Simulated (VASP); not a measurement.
Input of a VASP 6.6.1 run:

INCAR

```
SYSTEM = Ta
PREC = Accurate
ENCUT = 520
EDIFF = 1E-6
ISMEAR = 0
SIGMA = 0.15
LREAL = .False.
LASPH = .True.
NELM = 80
ALGO = Fast
ISIF = 2
LWAVE = .False.
LCHARG = .True.
GGA = PS
LELF = .True.
LVHAR = .True.
NBANDS = 12
```

Contents of KPOINTS:

```
Automatic mesh
0
Gamma
  22 22 22
  0 0 0
```

POSCAR

```
Ta
1.0
   -1.6205877844      1.6205877844      1.8818265352
    1.6205877844     -1.6205877844      1.8818265352
    1.6205877844      1.6205877844     -1.8818265352
Ta
1
Direct
    0.0000000000      0.0000000000      0.0000000000
```

Potentials or basis: VASP PAW PBE potentials, release 64 (Ta_pv).

Run with:

```console
$ cat potpaw_PBE.64/Ta_pv/POTCAR > POTCAR
$ mpirun -np 1 vasp_std > vasp.out
```

(1) What does it give for the pressure?

(2) Predict the band gap on the k mesh.

## Answers

(1) -17.4 GPa.

(2) zero (an odd number of electrons rules out a gap without spin polarisation).

Caveat: the cell stands under tension; the PAW data sets were made with another functional, which shifts forces and pressure a little; spin-orbit coupling is left out, which moves the levels of the heavy elements.
